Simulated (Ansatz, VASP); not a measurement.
# Two plane-wave programs on ZnS

```xyz
4
Lattice="3.8826 0.0000 0.0000 -1.9413 3.3625 0.0000 0.0000 0.0000 6.1727" Properties=species:S:1:pos:R:3 pbc="T T T"
Zn    0.0000    2.2416   -0.0145
Zn    1.9413    1.1208    3.0718
S     0.0000    2.2416    2.3293
S     1.9413    1.1208    5.4156
```

Alike in both runs: task single point; functional r2SCAN; k mesh 6 × 6 × 4; occupations gaussian, width 0.02 eV; no spin polarisation.

|  | VASP | Ansatz |
| --- | --- | --- |
| version | VASP 6.6.1 | Ansatz 0.2.0 |
| potentials or method | VASP PAW PBE potentials, release 64 (Zn, S), cutoff 520 eV | scalar-relativistic, plane waves, PAW |
| valence electrons in the cell | 36 | 36 |

|  | VASP | Ansatz | Ansatz less VASP |
| --- | --- | --- | --- |
| gap on the k mesh at the Fermi level (eV) | 2.66 | 2.66 | -0.006 |
| least direct gap on the mesh (eV) | 2.66 | 2.66 | -0.006 |
| pressure (GPa) | -1.9 | -2.0 | -0.06 |
| traceless stress, the component that is largest in VASP (GPa) | 2.08 | 2.02 | -0.063 |

VASP's potentials were made for PBE, not for r2SCAN. With one functional, cell and mesh, what is left measures potentials, basis and numerics.
